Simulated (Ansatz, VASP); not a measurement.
# GaAs in VASP and in Ansatz

```
Ga As
1.0
     0.00000    2.85484    2.85484
     2.85484    0.00000    2.85484
     2.85484    2.85484    0.00000
Ga As
1 1
Cartesian
  0.0000 0.0000 0.0000
  4.2823 4.2823 4.2823
```

Change from the starting cell: volume scaled by 1.03.

Alike in both runs: task single point; functional LDA; k mesh 11 × 11 × 11; occupations fermi-dirac, width 0.05 eV; no spin polarisation.

|  | VASP | Ansatz |
| --- | --- | --- |
| version | VASP 6.6.1 | Ansatz 0.2.0 |
| potentials or method | VASP PAW LDA potentials, release 64 (Ga_d, As), cutoff 520 eV | all-electron LAPW, scalar-relativistic |

Ansatz gave:

- pressure (GPa): -3.6

Q: What did VASP give for the same quantities?

A: Pressure (GPa): -3.4.

LDA's correlation is that of Perdew and Zunger in VASP and of Perdew and Wang (1992) in Ansatz. Ansatz ran all-electron here, and VASP with PAW potentials.
